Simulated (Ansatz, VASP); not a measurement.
**One calculation of LiF, two programs**

The input INCAR:

```
ALGO = Normal
EDIFF = 1E-7
ENCUT = 520
GGA = RP
ISIF = 2
ISMEAR = 0
ISPIN = 2
LASPH = T
LCHARG = F
LORBIT = 11
LREAL = F
LWAVE = F
MAGMOM = 1 2
NBANDS = 16
NELM = 150
PREC = Accurate
SIGMA = 0.02
```

The input KPOINTS:

```
k-points
0
Gamma
  10 10 10
```

File POSCAR:

```
LiF
1.0
    0.0000000000      2.0335415485      2.0335415485
    2.0335415485      0.0000000000      2.0335415485
    2.0335415485      2.0335415485      0.0000000000
Li F
1 1
Direct
    0.5000000000      0.5000000000      0.5000000000
    0.0000000000      0.0000000000      0.0000000000
```

Input for Ansatz:

```yaml
crystal:
  lattice:
    - [0.0, 2.0335415485, 2.0335415485]
    - [2.0335415485, 0.0, 2.0335415485]
    - [2.0335415485, 2.0335415485, 0.0]
  atoms:
    - { symbol: Li, position: [0.5, 0.5, 0.5], spin: 1.0 }
    - { symbol: F, position: [0.0, 0.0, 0.0], spin: 2.0 }
kpoints:
  mp_grid: { grid: [10, 10, 10] }
hamiltonian:
  xc: rpbe
scf:
  occupations: { method: gaussian, width: 0.02 }
output:
  forces: true
  eigenvalues: true
  stress: true
magnetization:
  spin_polarized: true
```

Alike in both runs: task single point; functional RPBE; k mesh 10 × 10 × 10; occupations gaussian, width 0.02 eV; collinear spin.

|  | VASP | Ansatz |
| --- | --- | --- |
| version | VASP 6.6.1 | Ansatz 0.2.0 |
| potentials or method | VASP PAW PBE potentials, release 64 (Li_sv, F) | scalar-relativistic, plane waves, PAW |
| plane-wave cutoff (eV) | 520 | 420 |
| valence electrons in the cell | 10 | 10 |

VASP gave:

| Quantity | Value |
| --- | --- |
| gap on the k mesh at the Fermi level (eV) | 9.10 |
| net moment per atom (μB) | 0.00 |

Problem. Estimate Ansatz's values.

Solution. gap on the k mesh at the Fermi level (eV): 9.09; net moment per atom (μB): 0.00.

VASP's potentials were made for PBE, not for RPBE. Ansatz's warnings: seeded moment not kept.

Noted on VASP's run: the cutoff is short for stress, so the pressure is rough.
